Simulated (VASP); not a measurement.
Si, 2 atoms in the cell. The structure is cubic, space group Fd-3m (No. 227). Conventional cell: a = 5.437 Å, b = 5.437 Å, c = 5.437 Å, α = 90.00°, β = 90.00°, γ = 90.00°. Si (site symmetry -43m) has 4 Si at 2.35 Å within 3.1 Å. 

```yaml
Program: VASP 6.6.1
Task: single point
Functional: RPBE
Potentials_or_basis: VASP PAW PBE potentials, release 64 (Si)
Cutoff: 520 eV
k_mesh: 6 × 6 × 6
Occupations: gaussian, width 0.1 eV
Spin: no spin polarisation
Dipole_correction: no
Further_INCAR_settings: ALGO = Normal; EDIFF = 1e-06; NBANDS = 11
```

Potentials or basis: VASP PAW PBE potentials, release 64 (Si).

The run is started by

```bash
$ cat potpaw_PBE.64/Si/POTCAR > POTCAR
$ mpirun -np 1 vasp_std > vasp.out
```

Hardware: 1 thread of Intel(R) Xeon(R) Platinum 8259CL CPU @ 2.50GHz (Skylake/Cascade Lake), on a shared host.

Estimate the wall time of this run.

Wall time 15 s on 1 thread of Intel(R) Xeon(R) Platinum 8259CL CPU @ 2.50GHz (Skylake/Cascade Lake), on a shared host, peak memory 0.15 GiB. Counts: scf iterations 12, k points 16.
